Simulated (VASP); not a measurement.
HfO2, 3 atoms in the cell. Symmetry: Fm-3m, No. 225, cubic system. Conventional cell: a = 5.182 Å, b = 5.182 Å, c = 5.182 Å, α = 90.00°, β = 90.00°, γ = 90.00°. Hf (site symmetry m-3m) has 8 O at 2.24 Å within 3.0 Å. O (site symmetry -43m) has 4 Hf at 2.24 Å and 6 O at 2.59 Å within 3.0 Å. 

- Program: VASP 6.6.1
- Task: single point
- Functional: PBE
- Potentials or basis: VASP PAW PBE potentials, release 64 (Hf_pv, O)
- Cutoff: 520 eV
- k mesh: 9 × 9 × 9
- Occupations: fermi-dirac, width 0.05 eV
- Spin: no spin polarisation
- Dipole correction: no
- Further INCAR settings: ALGO = Normal; EDIFF = 1e-06; NBANDS = 18

Potentials or basis: VASP PAW PBE potentials, release 64 (Hf_pv, O).

Launch:

```sh
$ cat potpaw_PBE.64/Hf_pv/POTCAR potpaw_PBE.64/O/POTCAR > POTCAR
$ mpirun -np 1 vasp_std > vasp.out
```

Hardware: 1 thread of Intel(R) Xeon(R) Platinum 8259CL CPU @ 2.50GHz (Skylake/Cascade Lake) (shared host).

Problem. How long does it take, and how much memory?

Solution. Wall time 29 s on 1 thread of Intel(R) Xeon(R) Platinum 8259CL CPU @ 2.50GHz (Skylake/Cascade Lake), on a shared host, peak memory 0.17 GiB. Counts: scf iterations 13, k points 35.
